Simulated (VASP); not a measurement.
The system is CdF2.

```
Cd F
1.0
     0.00000    2.69400    2.69400
     2.69400    0.00000    2.69400
     2.69400    2.69400    0.00000
Cd F
1 2
Direct
  0.00000 0.00000 0.00000
  0.25000 0.25000 0.25000
  0.75000 0.75000 0.75000
```

Base run:

| Property | Result |
| --- | --- |
| Program | VASP 6.6.1 |
| Functional | LDA |
| Potentials or basis | VASP PAW LDA potentials, release 64 (Cd, F) |
| Cutoff | 520 eV |
| k mesh | 6 × 6 × 6 |
| Occupations | methfessel-paxton, width 0.01 eV |
| Spin | no spin polarisation |

Its results: band gap on the k mesh 2.82 eV, indirect (least direct gap 3.28 eV); pressure -4.7 GPa.

Question: The run is repeated on the same cell with these changes: potentials or basis from VASP PAW LDA potentials, release 64 (Cd, F) to VASP PAW LDA potentials, release 64 (Cd_sv_GW, F); cutoff from 520 eV to 600 eV; further incar settings from ALGO = Normal; EDIFF = 1e-07; NBANDS = 20 to ALGO = Normal; EDIFF = 1e-06; NBANDS = 24; valence electrons from 26 to 34. What comes out?

Answer: Band gap on the k mesh 2.83 eV, indirect (least direct gap 3.29 eV); pressure -6.3 GPa.

A k mesh can miss the band edges.
